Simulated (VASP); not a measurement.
Input of a VASP 6.6.1 run:

File INCAR:

```
SYSTEM = Ca3Pb2
  ALGO = Fast
  EDIFF = 1E-6
  ENCUT = 520
  GGA = PE
  ISIF = 2
  ISMEAR = 0
  LASPH = .True.
  LCHARG = .True.
  LELF = .True.
  LREAL = .False.
  LVHAR = .True.
  LWAVE = .False.
  NBANDS = 37
  NELM = 80
  PREC = Accurate
  SIGMA = 0.1
```

KPOINTS

```
k-points
0
Gamma
  6 6 6
  0 0 0
```

The input POSCAR:

```
Ca3Pb2
1.0
    5.9473152929      0.0000000000      0.0000000000
    0.0000000000      5.9473152929      0.0000000000
    0.0000000000      0.0000000000      5.9473152929
Ca Pb
3 2
Direct
    0.5000000000      0.0000000000      0.0000000000
    0.0000000000      0.5000000000      0.0000000000
    0.0000000000      0.0000000000      0.5000000000
    0.0000000000      0.0000000000      0.0000000000
    0.5000000000      0.5000000000      0.5000000000
```

Potentials or basis: VASP PAW PBE potentials, release 64 (Ca_sv, Pb_d).

Launch:

```sh
$ cat potpaw_PBE.64/Ca_sv/POTCAR potpaw_PBE.64/Pb_d/POTCAR > POTCAR
$ mpirun -np 1 vasp_std > vasp.out
```

Task: What does it give for the band gap on the k mesh?

Result: Zero (bands 29 and 30 overlap by 1.67 eV).

Task: Estimate the pressure.

Result: 0.0 GPa.

Caveat: spin-orbit coupling is left out, which moves the levels of the heavy elements.
